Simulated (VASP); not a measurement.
**LiCl: single point with PBEsol**

LiCl:

```
Cl Li
1.0
     0.00000    2.58176    2.58176
     2.58176    0.00000    2.58176
     2.58176    2.58176    0.00000
Cl Li
1 1
Direct
  0.50000 0.50000 0.50000
  0.00000 0.00000 0.00000
```

This cell differs from its parent crystal: volume scaled by 1.02.

```json
{
 "Program": "VASP 6.6.1",
 "Task": "single point",
 "Functional": "PBEsol",
 "Potentials or basis": "VASP PAW PBE potentials, release 64 (Cl, Li_sv)",
 "Cutoff": "520 eV",
 "k mesh": "9 × 9 × 9",
 "Occupations": "fermi-dirac, width 0.05 eV",
 "Spin": "no spin polarisation",
 "Dipole correction": "no",
 "Further INCAR settings": "ALGO = Normal; EDIFF = 1e-06; NBANDS = 12"
}
```

| Quantity | Value |
| --- | --- |
| Band gap on the k mesh | 6.03 eV, direct |

Levels at points of the mesh, in eV from the valence-band top:
| k point | band 1 | band 2 | band 3 | band 4 | band 5 | band 6 | band 7 | band 8 | band 9 | band 10 |
| --- | --- | --- | --- | --- | --- | --- | --- | --- | --- | --- |
| (0.00, 0.00, 0.00) | -42.85 | -13.32 | 0.00 | 0.00 | 0.00 | 6.03 | 11.79 | 11.79 | 11.79 | 14.30 |

Wall time 13 s on 1 thread of Intel Xeon 6975P-C, on a shared host, peak memory 0.15 GiB.

 A k mesh can miss the band edges.
